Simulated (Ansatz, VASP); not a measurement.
# Na: VASP beside Ansatz

```
Na
1.0
    -2.47137    2.47137    2.28428
     2.47137   -2.47137    2.28428
     2.47137    2.47137   -2.28428
Na
1
Direct
  0.00000 0.00000 0.00000
```

Alike in both runs: task single point; functional PBE; k mesh 12 × 12 × 12; occupations gaussian, width 0.1 eV; no spin polarisation.

|  | VASP | Ansatz |
| --- | --- | --- |
| version | VASP 6.6.1 | Ansatz 0.2.0 |
| potentials or method | VASP PAW PBE potentials, release 64 (Na_pv), cutoff 520 eV | scalar-relativistic, plane waves, PAW |
| valence electrons in the cell | 7 | 9 |

```csv
,VASP,Ansatz,Ansatz less VASP
gap on the k mesh at the Fermi level (eV),none,none,-
pressure (GPa),-1.5,-1.5,+0.01
```

A gap of «none» marks a metal or a gap that the smearing closes. With one functional, cell and mesh, what is left measures potentials, basis and numerics. VASP's potentials hold 7 valence electrons a cell and Ansatz's 9, so a difference there can come from the potentials and not from the codes.
